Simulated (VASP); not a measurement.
Write the native input for VASP 6.6.1 that does the following.

| Item | Value |
| --- | --- |
| Task | single point |
| Functional | PBE |
| Potentials or basis | VASP PAW PBE potentials, release 64 (Ge_d, P) |
| Cutoff | 520 eV |
| k mesh | 6 × 6 × 6 |
| Occupations | gaussian, width 0.1 eV |
| Spin | no spin polarisation |
| Dipole correction | no |
| Further INCAR settings | ALGO = Normal; EDIFF = 1e-06; NBANDS = 38 |

The structure of Ge4P lies in POSCAR:

```
Ge4P
1.0
    1.5253947300      0.8806870600     12.0102222300
   -1.5253947300      0.8806870600     12.0102222300
    0.0000000000     -1.7613741100     12.0102222300
Ge P
4 1
Direct
    0.6031169900      0.6031169900      0.6031169900
    0.2008389700      0.2008389700      0.2008389700
    0.7991610300      0.7991610300      0.7991610300
    0.3968830100      0.3968830100      0.3968830100
    0.0000000000      0.0000000000      0.0000000000
```

The cell was built from a structure type or drawn by symmetry, and may not be a known phase.

One way to write it, as run:

INCAR

```
PREC     = Accurate       # precision mode
ENCUT    = 520            # plane-wave cutoff, eV
EDIFF    = 1E-6           # SCF threshold, eV
ISMEAR   = 0              # smearing method
SIGMA    = 0.1            # smearing width, eV
LREAL    = F              # projectors in reciprocal space
LASPH    = T              # aspherical terms in the spheres
NELM     = 100            # most SCF steps
ALGO     = Normal         # electronic algorithm
ISIF     = 2              # what is computed and relaxed
LWAVE    = F              # write WAVECAR
LCHARG   = F              # write CHGCAR
GGA      = PE             # functional
NBANDS   = 38             # bands
```

KPOINTS

```
regular mesh
0
Gamma
  6 6 6
```

Potentials or basis: VASP PAW PBE potentials, release 64 (Ge_d, P).

Launch:

```bash
$ cat potpaw_PBE.64/Ge_d/POTCAR potpaw_PBE.64/P/POTCAR > POTCAR
$ mpirun -np 1 vasp_std > vasp.out
```

Results of the run:

```json
{
  "Pressure": "-2.2 GPa",
  "Largest force": "0.343 eV/Å",
  "Band gap on the k mesh": "zero (an odd number of electrons rules out a gap without spin polarisation)"
}
```

Caveat: the k points lie up to 0.40 Å⁻¹ apart, too coarse for converged energies and pressures of a metal.

It took 21 min on 1 thread of AMD EPYC 9R45 96-Core Processor (Zen 5), on a shared host, peak memory 1.2 GiB.
